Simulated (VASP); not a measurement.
# Pt in VASP: single point with PBE

Aim: the single point of Pt with PBE.

Everything below comes from runs of VASP 6.6.1. Logs are shortened: lines on timing, memory, paths and dates and some standing lists are left out, and cuts for length are marked.

**1. The cell of the first run**

The cell holds a slab with vacuum, 3 atoms: a = 2.808 Å, b = 2.808 Å, c = 20.585 Å, α = 90.00°, β = 90.00°, γ = 120.00°.

**2. Single point, PBE**

POSCAR reads:

```
Pt
1.0
    2.8080030018      0.0000000000      0.0000000000
   -1.4040015009      2.4318019335      0.0000000000
    0.0000000000      0.0000000000     20.5854000000
Pt
3
Direct
    0.1666666665      0.3333333335      0.3886237407
    0.5000000005      0.9999999995      0.4999999997
    0.8333333335      0.6666666665      0.6113762593
```

INCAR.step1 reads:

```
SYSTEM = Pt
PREC = Accurate
ENCUT = 520
EDIFF = 1E-7
ISMEAR = -1
SIGMA = 0.08
LREAL = .FALSE.
LASPH = .TRUE.
NELM = 100
ALGO = Normal
ISIF = 2
LWAVE = .FALSE.
LCHARG = .TRUE.
LMAXMIX = 4
LDIPOL = .TRUE.
IDIPOL = 3
DIPOL = 0.5 0.5 0.500
GGA = PE
NBANDS = 22
```

KPOINTS.step1 reads:

```
regular mesh
0
G
  13 13 1
  0 0 0
```

INCAR.step2 reads:

```
SYSTEM = Pt
PREC = Accurate
ENCUT = 520
EDIFF = 1E-7
ISMEAR = -5
SIGMA = 0.08
LREAL = .FALSE.
LASPH = .TRUE.
NELM = 100
ALGO = Normal
ISIF = 2
LWAVE = .FALSE.
LCHARG = .FALSE.
LMAXMIX = 4
LDIPOL = .TRUE.
IDIPOL = 3
DIPOL = 0.5 0.5 0.500
GGA = PE
LORBIT = 11
NBANDS = 22
NEDOS = 2001
ICHARG = 11
```

KPOINTS.step2 reads:

```
regular mesh
0
G
  20 20 1
  0 0 0
```

Potentials or basis: VASP PAW PBE potentials, release 64 (Pt).

Started as:

```sh
$ cat potpaw_PBE.64/Pt/POTCAR > POTCAR
$ cp INCAR.step1 INCAR
$ cp KPOINTS.step1 KPOINTS
$ mpirun -np 1 vasp_std > vasp.out
$ cp INCAR.step2 INCAR
$ cp KPOINTS.step2 KPOINTS
$ mpirun -np 1 vasp_std > vasp.out
```

OUTCAR:

```text
SYSTEM = Pt
   PREC = Accurate
   ENCUT = 520
   EDIFF = 1E-7
   ISMEAR = -5
   LREAL = .FALSE.
   LASPH = .TRUE.
   NELM = 100
   ISIF = 2
   GGA = PE
   LORBIT = 11
   ICHARG = 11

 ion  position               nearest neighbor table
   1  0.167  0.333  0.389-   2 2.81   2 2.81   2 2.81
   2  0.500  1.000  0.500-   1 2.81   1 2.81   1 2.81   3 2.81   3 2.81   3 2.81
   3  0.833  0.667  0.611-   2 2.81   2 2.81   2 2.81

  LATTYP: Found a hexagonal cell.
 ALAT       =     2.8080030018
 C/A-ratio  =     7.3309750690

  Lattice vectors:

 A1 = (   2.8080030018,   0.0000000000,   0.0000000000)
 A2 = (  -1.4040015009,   2.4318019335,   0.0000000000)
 A3 = (   0.0000000000,   0.0000000000,  20.5854000000)

Analysis of symmetry for initial positions (statically):
=====================================================================
 Subroutine PRICEL returns:
 Original cell was already a primitive cell.

 Routine SETGRP: Setting up the symmetry group for a
 hexagonal supercell.

 Subroutine GETGRP returns: Found 12 space group operations
 (whereof  4 operations were pure point group operations)
 out of a pool of 24 trial point group operations.

The static configuration has the point symmetry C_2h.
 The point group associated with its full space group is D_3d.

Analysis of symmetry for dynamics (positions and initial velocities):
=====================================================================
 Subroutine PRICEL returns:
 Original cell was already a primitive cell.

 Routine SETGRP: Setting up the symmetry group for a
 hexagonal supercell.

 Subroutine GETGRP returns: Found 12 space group operations
 (whereof  4 operations were pure point group operations)
 out of a pool of 24 trial point group operations.

The dynamic configuration has the point symmetry C_2h.
 The point group associated with its full space group is D_3d.

 Subroutine INISYM returns: Found 12 space group operations
 (whereof  4 operations are pure point group operations),
 and found     1 'primitive' translations

----------------------------------------------------------------------------------------

                                     Primitive cell

  volume of cell :     140.5676

  direct lattice vectors                    reciprocal lattice vectors
     2.808003002  0.000000000  0.000000000     0.356124975  0.205608850  0.000000000
    -1.404001501  2.431801934  0.000000000     0.000000000  0.411217701  0.000000000
     0.000000000  0.000000000 20.585400000     0.000000000  0.000000000  0.048578118

  length of vectors
     2.808003002  2.808003002 20.585400000     0.411217701  0.411217701  0.048578118

  position of ions in fractional coordinates (direct lattice)
     0.166666666  0.333333334  0.388623741
     0.500000001  0.999999999  0.500000000
     0.833333334  0.666666666  0.611376259

  ion indices of the primitive-cell ions
   primitive index   ion index
                 1           1
                 2           2
                 3           3

----------------------------------------------------------------------------------------

 KPOINTS: regular mesh

Automatic generation of k-mesh.
 Grid dimensions read from file:
 generate k-points for:   20   20    1

 Generating k-lattice:

  Cartesian coordinates                     Fractional coordinates (reciprocal lattice)
     0.017806249  0.010280443  0.000000000     0.050000000  0.000000000  0.000000000
     0.000000000  0.020560885  0.000000000     0.000000000  0.050000000  0.000000000
     0.000000000  0.000000000  0.048578118     0.000000000  0.000000000  1.000000000

  Length of vectors
     0.020560885  0.020560885  0.048578118

  Shift w.r.t. Gamma in fractional coordinates (k-lattice)
     0.000000000  0.000000000  0.000000000

 TETIRR: Found    210 inequivalent tetrahedra from     2400

 Subroutine IBZKPT returns following result:
 ===========================================

 Found     44 irreducible k-points:

 Following reciprocal coordinates:
            Coordinates               Weight
  0.000000  0.000000  0.000000      1.000000
  0.050000 -0.000000  0.000000      6.000000
  0.100000 -0.000000  0.000000      6.000000
  0.150000  0.000000  0.000000      6.000000
  0.200000 -0.000000  0.000000      6.000000
  0.250000  0.000000  0.000000      6.000000
[... 16 lines left out ...]
  0.200000  0.100000  0.000000     12.000000
  0.250000  0.100000  0.000000     12.000000
 [... further k-points ...]
   k-points           NKPTS =     44   k-points in BZ     NKDIM =     44   number of bands    NBANDS=     22
   number of dos      NEDOS =   2001   number of ions     NIONS =      3
   total plane-waves  NPLWV =  92160
   dimension x,y,z NGX =    24 NGY =   24 NGZ =  160
   dimension x,y,z NGXF=    48 NGYF=   48 NGZF=  320
   ions per type =               3
   NGX,Y,Z   is equivalent  to a cutoff of  14.21, 14.21, 12.92 a.u.
   NGXF,Y,Z  is equivalent  to a cutoff of  28.42, 28.42, 25.84 a.u.
 SYSTEM =  Pt
   PREC   = accura    normal or accurate (medium, high low for compatibility)
   ISTART =      0    job   : 0-new  1-cont  2-samecut
   ICHARG =     11    charge: 1-file 2-atom 10-const
   ISPIN  =      1    spin polarized calculation?
   LNONCOLLINEAR =      F non collinear calculations
   LSORBIT =      F    spin-orbit coupling
   LASPH  =      T    aspherical Exc in radial PAW
   ENCUT  =  520.0 eV  38.22 Ry    6.18 a.u.   5.22  5.22 38.28*2*pi/ulx,y,z
   NELM   =    100;   NELMIN=  2; NELMDL=  0     # of ELM steps
   EDIFF  = 0.1E-06   stopping-criterion for ELM
   LREAL  =      F    real-space projection
   EDIFFG = 0.1E-05   stopping-criterion for IOM
   NSW    =      0    number of steps for IOM
   IBRION =     -1    ionic relax: 0-MD 1-quasi-New 2-CG
   NFREE  =      0    steps in history (QN), initial steepest desc. (CG)
   ISIF   =      2    stress and relaxation
   ISYM   =      2    0-nonsym 1-usesym 2-fastsym
   POTIM  = 0.5000    time-step for ionic-motion
   TEBEG  =    0.0;   TEEND  =   0.0 temperature during run
   PSTRESS=    0.0 pullay stress
   NELECT =      30.0000    total number of electrons
   NUPDOWN=      -1.0000    fix difference up-down
   EMIN   =  10.00;   EMAX   =-10.00  energy-range for DOS
   EFERMI =   0.00;   METHOD = LEGACY
   ISMEAR =    -5;   SIGMA  =   0.08  broadening in eV -4-tet -1-fermi 0-gaus
   EFERMI_NEDOS =   21; number of points for ismear=-14 and -15
   IALGO  =     38    algorithm
   IMIX   =      4    mixing-type and parameters
     AMIX     =   0.40;   BMIX     =  1.00
     AMIX_MAG =   1.60;   BMIX_MAG =  1.00
  volume/ion in A,a.u.               =      46.86       316.20
  Fermi-wavevector in a.u.,A,eV,Ry     =   0.978333  1.848782 13.022630  0.957136
  Thomas-Fermi vector in A             =   2.109101
   LORBIT       =     11    0 simple, 1 ext, 2 COOP (PROOUT), +10 PAW based schemes
   GGA     = PE    functional components
   LHFCALC =     F    Hartree Fock is set to
   AEXX    =    0.0000 exact exchange contribution
   IVDW    =     0    specifies the selected vdW correction
   LEPSILON=     F    determine dielectric tensor
   LRPA    =     F    only Hartree local field effects (RPA)
 non-spin polarized calculation
 Fermi weights with tetrahedron method with Bloechl corrections
  energy-cutoff  :      520.00
  volume of cell :      140.57
 maximum number of plane-waves:      3832
 NGX is ok and might be reduce to    24

 number of electron      29.9999998 magnetization

 dipolmoment           0.000000      0.000000     -0.000000 electrons x Angstroem

 Free energy of the ion-electron system (eV)
  ---------------------------------------------------
  ext. energy  EPLUGINS =         0.00000000
  ---------------------------------------------------
  free energy    TOTEN  =       -16.97865937 eV

  energy without entropy =      -16.97865937  energy(sigma->0) =      -16.97865937

 E-fermi :  -0.3683     XC(G=0):  -5.2912

 val. band max:       -0.3538897486   @ k =   0.1000  -0.0000   0.0000
 cond. band min:      -0.3690880810   @ k =   0.3000   0.3000   0.0000
 fundamental gap:     -0.0151983323
 Fermi energy:        -0.3682583045

 k-point     1 :       0.0000    0.0000    0.0000
  band No.  band energies     occupation
      1      -9.2120      2.00000
      2      -7.4843      2.00000
      3      -6.9824      2.00000
      4      -3.7748      2.00000
      5      -3.6899      2.00000
      6      -3.6899      2.00000
[... 14 lines left out ...]
     21       5.4711      0.00000
     22       6.1416      0.00000

 k-point     2 :       0.0500   -0.0000    0.0000
  band No.  band energies     occupation
      1      -9.1265      2.00000
      2      -7.3975      2.00000
      3      -6.9002      2.00000
      4      -3.7788      2.00000
      5      -3.7698      2.00000
      6      -3.6290      2.00000
[... 14 lines left out ...]
     21       5.5411      0.00000
     22       6.1957      0.00000

 k-point     3 :       0.1000   -0.0000    0.0000
  band No.  band energies     occupation
      1      -8.8763      2.00000
      2      -7.1467      2.00000
      3      -6.6637      2.00000
      4      -3.9848      2.00000
      5      -3.8313      2.00000
      6      -3.7323      2.00000
[... 14 lines left out ...]
     21       5.7509      0.00000
     22       6.3577      0.00000
[... 476 lines left out ...]
 k-point    23 :       0.2000    0.1000    0.0000
  band No.  band energies     occupation
      1      -7.2335      2.00000
      2      -5.8617      2.00000
      3      -5.4246      2.00000
      4      -4.7222      2.00000
      5      -4.5696      2.00000
      6      -3.8067      2.00000
[... 14 lines left out ...]
     21       7.4059      0.00000
     22       7.6766      0.00000

 k-point    24 :       0.2500    0.1000    0.0000
  band No.  band energies     occupation
      1      -6.7683      2.00000
      2      -5.8229      2.00000
      3      -5.4398      2.00000
      4      -4.9297      2.00000
      5      -4.4109      2.00000
      6      -3.8654      2.00000
[... 14 lines left out ...]
     21       8.1064      0.00000
     22       8.3155      0.00000

 [... further k-points ...]

------------------------ aborting loop because EDIFF is reached ----------------------------------------

 vacuum level on the upper side and lower side of the slab       (xc-potential included)        -0.061        -0.061

  FORCE on cell =-STRESS in cart. coord.  units (eV):
  Direction    XX          YY          ZZ          XY          YZ          ZX
  --------------------------------------------------------------------------------------
  -------------------------------------------------------------------------------------
  Total       -4.7685320     -4.7685320     -0.4372435     -0.0000000     -0.0000000     -0.0000000
  in kB      -54.3513338    -54.3513338     -4.9836650     -0.0000000     -0.0000000     -0.0000000
  external PRESSURE =     -37.8954442 kB  Pullay stress =       0.0000000 kB

 VOLUME and BASIS-vectors are now :
 -----------------------------------------------------------------------------
  energy-cutoff  :      520.00
  volume of cell :      140.57
      direct lattice vectors                 reciprocal lattice vectors
     2.808003002  0.000000000  0.000000000     0.356124975  0.205608850  0.000000000
    -1.404001501  2.431801934  0.000000000     0.000000000  0.411217701  0.000000000
     0.000000000  0.000000000 20.585400000     0.000000000  0.000000000  0.048578118

 POSITION                                       TOTAL-FORCE (eV/Angst)
 -----------------------------------------------------------------------------------
     -0.00000      0.81060      7.99998         0.000000      0.000000     -0.044911
      0.00000      2.43180     10.29270         0.000000      0.000000      0.000000
      1.40400      1.62120     12.58542        -0.000000      0.000000      0.044911
 -----------------------------------------------------------------------------------
    total drift:                                0.000000     -0.000000     -0.000003

  FREE ENERGIE OF THE ION-ELECTRON SYSTEM (eV)
  ---------------------------------------------------
  free  energy   TOTEN  =       -16.9786593700 eV

  energy  without entropy=      -16.9786593700  energy(sigma->0) =      -16.97865937

 vacuum level on the upper side and lower side of the slab         5.344         5.344

 total charge

# of ion       s       p       d       tot
------------------------------------------
    1        0.622   0.435   8.009   9.066
    2        0.604   0.550   7.974   9.128
    3        0.622   0.435   8.009   9.066
--------------------------------------------------
tot          1.849   1.420  23.991  27.260
```

Run time: 86 s. Hardware: 1 thread of Intel Xeon 6975P-C (Granite Rapids), shared host; peak memory 0.32 GiB.

What came out:

```
Valence electrons inside the program's atomic spheres : Pt 9.07, 9.13 (each value once)
```

Caveat: spin-orbit coupling is left out, which moves the levels of the heavy elements; tetrahedron occupations give inexact forces and stress in metals.
